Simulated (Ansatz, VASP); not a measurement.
Two plane-wave programs on Cu

The input INCAR:

```
SYSTEM = Cu
PREC = Accurate ; ENCUT = 520
EDIFF = 1E-7 ; ISMEAR = 0
SIGMA = 0.15 ; LREAL = .False.
LASPH = .True. ; NELM = 100
ALGO = Fast ; ISIF = 2
LWAVE = .False. ; LCHARG = .False.
GGA = PS ; NBANDS = 12
```

File KPOINTS:

```
regular mesh
0
Gamma
  22 22 22
  0 0 0
```

The input POSCAR:

```
Cu
1.0
    0.0000000000      1.8075000000      1.7803875000
    1.8075000000      0.0000000000      1.7803875000
    1.8075000000      1.8075000000      0.0000000000
Cu
1
Direct
    0.0000000000      0.0000000000      0.0000000000
```

Input for Ansatz:

```yaml
crystal:
  lattice:
    - [0.0, 1.8075, 1.7803875]
    - [1.8075, 0.0, 1.7803875]
    - [1.8075, 1.8075, 0.0]
  atoms:
    - { symbol: Cu, position: [0.0, 0.0, 0.0] }
basis:
  ecutwfc: 420
kpoints:
  mp_grid: { grid: [22, 22, 22] }
hamiltonian:
  xc: pbesol
scf:
  occupations: { method: gaussian, width: 0.15 }
output:
  forces: true
  stress: true
  eigenvalues: true
```

Change from the starting cell: strain +0.000 along x and y, -0.015 along z, atoms carried along.

Alike in both runs: task single point; functional PBEsol; k mesh 22 × 22 × 22; occupations gaussian, width 0.15 eV; no spin polarisation.

```csv
,VASP,Ansatz
version,VASP 6.6.1,Ansatz 0.2.0
potentials or method,"VASP PAW PBE potentials, release 64 (Cu), cutoff 520 eV","scalar-relativistic, plane waves, PAW"
valence electrons in the cell,11,19
```

|  | VASP | Ansatz | Ansatz less VASP |
| --- | --- | --- | --- |
| gap on the k mesh at the Fermi level (eV) | none | none | - |
| pressure (GPa) | -3.5 | -4.3 | -0.87 |
| traceless stress, the component that is largest in VASP (GPa) | 0.57 | 0.58 | +0.007 |

VASP's potentials were made for PBE, not for PBEsol. A gap of «none» marks a metal or a gap that the smearing closes. VASP's potentials hold 11 valence electrons a cell and Ansatz's 19, so a difference there can come from the potentials and not from the codes.
